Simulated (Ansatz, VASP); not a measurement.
GeIrRu3: VASP beside Ansatz

```
CELL_PARAMETERS angstrom
3.97662 0.00000 0.00000
0.00000 3.97662 0.00000
0.00000 0.00000 3.97662
ATOMIC_POSITIONS crystal
Ge 0.50000 0.50000 0.50000
Ru 0.00000 0.50000 0.50000
Ru 0.50000 0.00000 0.50000
Ru 0.50000 0.50000 0.00000
Ir 0.00000 0.00000 0.00000
```

Change from the starting cell: species swapped into the RbHgF3 type (Pm-3m, No. 221).

Alike in both runs: task relaxation of cell and atoms; functional PBE; k mesh 4 × 4 × 4; occupations gaussian, width 0.1 eV; no spin polarisation.

|  | VASP | Ansatz |
| --- | --- | --- |
| version | VASP 6.6.1 | Ansatz 0.2.0 |
| potentials or method | VASP PAW PBE potentials, release 64 (Ge_d, Ru_pv, Ir), cutoff 600 eV | scalar-relativistic, plane waves, PAW |
| valence electrons in the cell | 65 | 79 |

```csv
,VASP,Ansatz,Ansatz less VASP
"gap on the k mesh at the Fermi level, each at its own relaxed structure (eV)",none,none,-
relaxed volume (Å³/atom),17.33,17.27,-0.066
relaxed length of the cell vector where the two differ most in proportion (Å),4.425,4.420,-0.0056
```

A gap of «none» marks a metal or a gap that the smearing closes. VASP's potentials hold 65 valence electrons a cell and Ansatz's 79, so a difference there can come from the potentials and not from the codes.

The k mesh is coarse, so the values compare programs but aren't converged. Spin-orbit coupling is off throughout. Noted on VASP's run: the volume moved by over 15 % at a fixed basis, so the end points are rough.
